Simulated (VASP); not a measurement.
# Tl (Im-3m) in VASP: further runs

Tl is run at these levels: PBEsol; tasks: relaxation of cell and atoms.

Program: VASP 6.6.1. These are calculated values, not measurements. Logs are shortened: lines on timing, memory, paths and dates and some standing lists are left out, and cuts for length are marked.

## Step 1: The cell of the first run

The structure is cubic, space group Im-3m (No. 229). The conventional cell has a = 3.850 Å, b = 3.850 Å, c = 3.850 Å, α = 90.00°, β = 90.00°, γ = 90.00°. Tl (site symmetry m-3m) has 14 Tl at 3.33 to 3.85 Å within 4.4 Å.

This isn't the form of Tl at room conditions, which is hcp.

## Step 2: Relaxation of cell and atoms, PBEsol

The input, INCAR:

```
ALGO = Normal
EDIFF = 1E-7
EDIFFG = -0.02
ENCUT = 500
GGA = PS
GGA_COMPAT = F
IBRION = 2
ISIF = 3
ISMEAR = -1
LASPH = T
LCHARG = F
LREAL = F
LWAVE = F
NELM = 120
NELMIN = 4
NSW = 80
PREC = Accurate
SIGMA = 0.05
```

The input, KPOINTS:

```
k-points
0
Gamma
  9 9 9
```

The input, POSCAR:

```
Tl
1.0
   -1.9250000000      1.9250000000      1.9250000000
    1.9250000000     -1.9250000000      1.9250000000
    1.9250000000      1.9250000000     -1.9250000000
Tl
1
Direct
    0.0000000000      0.0000000000      0.0000000000
```

Potentials or basis: VASP PAW PBE potentials, release 64 (Tl_d).

Launch:

```sh
$ cat potpaw_PBE.64/Tl_d/POTCAR > POTCAR
$ mpirun -np 1 vasp_std > vasp.out
```

OUTCAR:

```text
EDIFF = 1E-7
   EDIFFG = -0.02
   ENCUT = 500
   GGA = PS
   IBRION = 2
   ISIF = 3
   ISMEAR = -1
   LASPH = T
   LREAL = F
   NELM = 120
   NELMIN = 4
   NSW = 80
   PREC = Accurate

 ion  position               nearest neighbor table
   1  0.000  0.000  0.000-

  LATTYP: Found a body centered cubic cell.
 ALAT       =     3.8500000000

  Lattice vectors:

 A1 = (  -1.9250000000,   1.9250000000,   1.9250000000)
 A2 = (   1.9250000000,  -1.9250000000,   1.9250000000)
 A3 = (   1.9250000000,   1.9250000000,  -1.9250000000)

Analysis of symmetry for initial positions (statically):
=====================================================================
 Subroutine PRICEL returns:
 Original cell was already a primitive cell.

 Routine SETGRP: Setting up the symmetry group for a
 body centered cubic supercell.

 Subroutine GETGRP returns: Found 48 space group operations
 (whereof 48 operations were pure point group operations)
 out of a pool of 48 trial point group operations.

The static configuration has the point symmetry O_h .

Analysis of symmetry for dynamics (positions and initial velocities):
=====================================================================
 Subroutine PRICEL returns:
 Original cell was already a primitive cell.

 Routine SETGRP: Setting up the symmetry group for a
 body centered cubic supercell.

 Subroutine GETGRP returns: Found 48 space group operations
 (whereof 48 operations were pure point group operations)
 out of a pool of 48 trial point group operations.

The dynamic configuration has the point symmetry O_h .

 Subroutine INISYM returns: Found 48 space group operations
 (whereof 48 operations are pure point group operations),
 and found     1 'primitive' translations

----------------------------------------------------------------------------------------

                                     Primitive cell

  volume of cell :      28.5333

  direct lattice vectors                    reciprocal lattice vectors
    -1.925000000  1.925000000  1.925000000     0.000000000  0.259740260  0.259740260
     1.925000000 -1.925000000  1.925000000     0.259740260  0.000000000  0.259740260
     1.925000000  1.925000000 -1.925000000     0.259740260  0.259740260  0.000000000

  length of vectors
     3.334197805  3.334197805  3.334197805     0.367328198  0.367328198  0.367328198

  position of ions in fractional coordinates (direct lattice)
     0.000000000  0.000000000  0.000000000

  ion indices of the primitive-cell ions
   primitive index   ion index
                 1           1

----------------------------------------------------------------------------------------

 KPOINTS: k-points

Automatic generation of k-mesh.
 Grid dimensions read from file:
 generate k-points for:    9    9    9

 Generating k-lattice:

  Cartesian coordinates                     Fractional coordinates (reciprocal lattice)
     0.000000000  0.028860029  0.028860029     0.111111111  0.000000000  0.000000000
     0.028860029  0.000000000  0.028860029     0.000000000  0.111111111  0.000000000
     0.028860029  0.028860029  0.000000000     0.000000000  0.000000000  0.111111111

  Length of vectors
     0.040814244  0.040814244  0.040814244

  Shift w.r.t. Gamma in fractional coordinates (k-lattice)
     0.000000000  0.000000000  0.000000000

 Subroutine IBZKPT returns following result:
[... 44 lines left out ...]
   LNONCOLLINEAR =      F non collinear calculations
   LSORBIT =      F    spin-orbit coupling
   LASPH  =      T    aspherical Exc in radial PAW
   ENCUT  =  500.0 eV  36.75 Ry    6.06 a.u.   6.08  6.08  6.08*2*pi/ulx,y,z
   NELM   =    120;   NELMIN=  4; NELMDL= -5     # of ELM steps
   EDIFF  = 0.1E-06   stopping-criterion for ELM
   LREAL  =      F    real-space projection
   EDIFFG = -.2E-01   stopping-criterion for IOM
   NSW    =     80    number of steps for IOM
   IBRION =      2    ionic relax: 0-MD 1-quasi-New 2-CG
   NFREE  =      1    steps in history (QN), initial steepest desc. (CG)
   ISIF   =      3    stress and relaxation
   ISYM   =      2    0-nonsym 1-usesym 2-fastsym
   POTIM  = 0.5000    time-step for ionic-motion
   TEBEG  =    0.0;   TEEND  =   0.0 temperature during run
   PSTRESS=    0.0 pullay stress
   NELECT =      13.0000    total number of electrons
   NUPDOWN=      -1.0000    fix difference up-down
   EMIN   =  10.00;   EMAX   =-10.00  energy-range for DOS
   EFERMI =   0.00;   METHOD = LEGACY
   ISMEAR =    -1;   SIGMA  =   0.05  broadening in eV -4-tet -1-fermi 0-gaus
   EFERMI_NEDOS =   21; number of points for ismear=-14 and -15
   IALGO  =     38    algorithm
   IMIX   =      4    mixing-type and parameters
     AMIX     =   0.40;   BMIX     =  1.00
     AMIX_MAG =   1.60;   BMIX_MAG =  1.00
  volume/ion in A,a.u.               =      28.53       192.55
  Fermi-wavevector in a.u.,A,eV,Ry     =   1.259714  2.380514 21.590797  1.586879
  Thomas-Fermi vector in A             =   2.393260
   LORBIT       =      0    0 simple, 1 ext, 2 COOP (PROOUT), +10 PAW based schemes
   GGA     = PS    functional components
   LHFCALC =     F    Hartree Fock is set to
   AEXX    =    0.0000 exact exchange contribution
   IVDW    =     0    specifies the selected vdW correction
   LEPSILON=     F    determine dielectric tensor
   LRPA    =     F    only Hartree local field effects (RPA)
 conjugate gradient relaxation of ions
 non-spin polarized calculation
  energy-cutoff  :      500.00
  volume of cell :       28.53
 maximum number of plane-waves:       735
   NGX = 13   NGY = 13   NGZ = 13

--------------------------------------- Ionic step        1  -------------------------------------------

 number of electron      13.0000008 magnetization

 Free energy of the ion-electron system (eV)
  ---------------------------------------------------
  ext. energy  EPLUGINS =         0.00000000
  ---------------------------------------------------
  free energy    TOTEN  =        -2.63627467 eV

  energy without entropy =       -2.63153102  energy(sigma->0) =       -2.63390284

------------------------ aborting loop because EDIFF is reached ----------------------------------------

  FORCE on cell =-STRESS in cart. coord.  units (eV):
  Direction    XX          YY          ZZ          XY          YZ          ZX
  --------------------------------------------------------------------------------------
  -------------------------------------------------------------------------------------
  Total       -0.0224169     -0.0224169     -0.0224169     -0.0000000     -0.0000000      0.0000000
  in kB       -1.2587314     -1.2587314     -1.2587314     -0.0000000     -0.0000000      0.0000000
  external PRESSURE =      -1.2587314 kB  Pullay stress =       0.0000000 kB

 VOLUME and BASIS-vectors are now :
 -----------------------------------------------------------------------------
  energy-cutoff  :      500.00
  volume of cell :       28.53
      direct lattice vectors                 reciprocal lattice vectors
    -1.925000000  1.925000000  1.925000000     0.000000000  0.259740260  0.259740260
     1.925000000 -1.925000000  1.925000000     0.259740260  0.000000000  0.259740260
     1.925000000  1.925000000 -1.925000000     0.259740260  0.259740260  0.000000000

 POSITION                                       TOTAL-FORCE (eV/Angst)
 -----------------------------------------------------------------------------------
      0.00000      0.00000      0.00000        -0.000000     -0.000000     -0.000000
 -----------------------------------------------------------------------------------
    total drift:                               -0.000000      0.000000      0.000000

  FREE ENERGIE OF THE ION-ELECTRON SYSTEM (eV)
  ---------------------------------------------------
  free  energy   TOTEN  =        -2.6362746689 eV

  energy  without entropy=       -2.6315310172  energy(sigma->0) =       -2.63390284

--------------------------------------- Ionic step        2  -------------------------------------------

 number of electron      13.0000007 magnetization

 Free energy of the ion-electron system (eV)
  ---------------------------------------------------
  ext. energy  EPLUGINS =         0.00000000
  ---------------------------------------------------
  free energy    TOTEN  =        -2.63631182 eV

  energy without entropy =       -2.63158614  energy(sigma->0) =       -2.63394898

 E-fermi :   6.3504     XC(G=0): -10.3968

 val. band max:        6.1710038106   @ k =   0.2222   0.2222   0.2222
 cond. band min:       6.3799074766   @ k =  -0.3333   0.4444   0.1111
 fundamental gap:      0.2089036661
 Fermi energy:         6.3504039926

 k-point     1 :       0.0000    0.0000    0.0000
  band No.  band energies     occupation
      1      -5.1785      2.00000
      2      -5.1785      2.00000
      3      -5.1785      2.00000
      4      -4.7371      2.00000
      5      -4.7371      2.00000
      6      -3.6610      2.00000
      7      17.3432      0.00000
      8      17.3432      0.00000
      9      17.3432      0.00000
     10      18.7741      0.00000
[... 287 lines left out ...]
 k-point    24 :      -0.4444   -0.4444    0.1111
  band No.  band energies     occupation
      1      -5.2475      2.00000
      2      -5.1569      2.00000
      3      -4.9229      2.00000
      4      -4.7887      2.00000
      5      -4.5019      2.00000
      6       1.9270      2.00000
      7       4.6183      2.00000
      8       9.1837      0.00000
      9      13.5205      0.00000
     10      17.6691      0.00000

 [... further k-points ...]
[... 5 lines left out ...]
  --------------------------------------------------------------------------------------
  -------------------------------------------------------------------------------------
  Total       -0.0003923     -0.0003923     -0.0003923      0.0000000     -0.0000000     -0.0000000
  in kB       -0.0221016     -0.0221016     -0.0221016      0.0000000     -0.0000000     -0.0000000
  external PRESSURE =      -0.0221016 kB  Pullay stress =       0.0000000 kB

 VOLUME and BASIS-vectors are now :
 -----------------------------------------------------------------------------
  energy-cutoff  :      500.00
  volume of cell :       28.44
      direct lattice vectors                 reciprocal lattice vectors
    -1.922918211  1.922918211  1.922918211     0.000000000  0.260021460  0.260021460
     1.922918211 -1.922918211  1.922918211     0.260021460  0.000000000  0.260021460
     1.922918211  1.922918211 -1.922918211     0.260021460  0.260021460  0.000000000

 POSITION                                       TOTAL-FORCE (eV/Angst)
 -----------------------------------------------------------------------------------
      1.92292      1.92292      1.92292         0.000000      0.000000      0.000000
 -----------------------------------------------------------------------------------
    total drift:                               -0.000000     -0.000000      0.000000

  FREE ENERGIE OF THE ION-ELECTRON SYSTEM (eV)
  ---------------------------------------------------
  free  energy   TOTEN  =        -2.6363118236 eV

  energy  without entropy=       -2.6315861422  energy(sigma->0) =       -2.63394898

 reached required accuracy - stopping structural energy minimisation
```

Run time: 8.6 s. Hardware: 1 thread of Intel Xeon Platinum 8488C (Sapphire Rapids), shared host; peak memory 0.14 GiB.

Results:

* Free energy: -2.6363 eV
* Relaxed volume: 28.44 Å³/atom
* Relaxed cell: a = 3.331 Å, b = 3.331 Å, c = 3.331 Å, α = 109.47°, β = 109.47°, γ = 109.47°
* Space group after relaxing (to 0.1 Å): Im-3m (No. 229)
* Energy gained by relaxing: 0.0 meV/atom
* Ionic steps: 2
* Pressure after relaxing: 0.0 GPa
* Band gap on the k mesh: zero (an odd number of electrons rules out a gap without spin polarisation)

Final structure:
```
Tl
1.0
    -1.92292    1.92292    1.92292
     1.92292   -1.92292    1.92292
     1.92292    1.92292   -1.92292
Tl
1
Cartesian
  1.9229 1.9229 1.9229
```

Levels at points of the mesh, in eV from the Fermi level:
| k point | band 3 | band 4 | band 5 | band 6 | band 7 | band 8 | band 9 | band 10 |
| --- | --- | --- | --- | --- | --- | --- | --- | --- |
| (0.00, 0.00, 0.00) | -11.53 | -11.09 | -11.09 | -10.01 | 10.99 | 10.99 | 10.99 | 12.42 |

Caveat: the PAW data sets were made with another functional, which shifts forces and pressure a little; spin-orbit coupling is left out, which moves the levels of the heavy elements.

## Step 3: Relaxation of cell and atoms, PBEsol, target pressure 10 GPa, at which the enthalpy is minimised

The input, INCAR:

```
  PREC = Accurate
  ENCUT = 500
  EDIFF = 1E-7
  ISMEAR = -1
  SIGMA = 0.05
  LREAL = False
  LASPH = True
  NELM = 120
  ALGO = Normal
  ISIF = 3
  LWAVE = False
  LCHARG = False
  GGA = PS
  IBRION = 2
  NSW = 80
  EDIFFG = -0.02
  PSTRESS = 100.0
  GGA_COMPAT = False
  NELMIN = 4
```

The input, KPOINTS:

```
regular mesh
0
Gamma
  9 9 9
```

POSCAR is that of step 2.

Potentials or basis: VASP PAW PBE potentials, release 64 (Tl_d).

Launch:

```sh
$ cat potpaw_PBE.64/Tl_d/POTCAR > POTCAR
$ mpirun -np 1 vasp_std > vasp.out
```

It took 18 s on 1 thread of Intel Xeon Platinum 8488C (Sapphire Rapids), shared host; peak memory 0.15 GiB.

Results (log left out):

| Property | Result |
| --- | --- |
| Free energy | -2.5240 eV |
| Relaxed volume | 24.08 Å³/atom |
| Relaxed cell | a = 3.151 Å, b = 3.151 Å, c = 3.151 Å, α = 109.47°, β = 109.47°, γ = 109.47° |
| Space group after relaxing (to 0.1 Å) | Im-3m (No. 229) |
| Energy change on relaxing (the run minimises the enthalpy) | +112.2 meV/atom |
| Ionic steps | 5 |
| Pressure after relaxing | 9.9 GPa |
| Band gap on the k mesh | zero (an odd number of electrons rules out a gap without spin polarisation) |

The path:
```csv
step,energy change (eV),largest force (eV/Å),pressure (GPa),volume (Å³)
1,0.0000,0.0000,-0.13,28.53
2,0.3345,0.0000,21.32,21.72
3,0.1113,0.0000,9.85,24.09
4,0.1165,0.0000,10.14,24.01
5,0.1122,0.0000,9.89,24.08
```

Final structure:
```xyz
1
Lattice="-1.8191 1.8191 1.8191 1.8191 -1.8191 1.8191 1.8191 1.8191 -1.8191" Properties=species:S:1:pos:R:3 pbc="T T T"
Tl    0.0000    0.0000    0.0000
```

Levels at points of the mesh, in eV from the Fermi level:
```tsv
k point	band 3	band 4	band 5	band 6	band 7	band 8	band 9	band 10
(0.00, 0.00, 0.00)	-11.95	-11.38	-11.30	-11.30	12.66	12.66	12.84	12.84
```

Caveat: the cell is relaxed towards a set pressure, so the run minimises the enthalpy, not the energy; the volume moved by over 15 % at a fixed basis, so the end points are rough; the PAW data sets were made with another functional, which shifts forces and pressure a little; spin-orbit coupling is left out, which moves the levels of the heavy elements.

The gap in the log of VASP goes by the Fermi energy; the results here count the filled bands.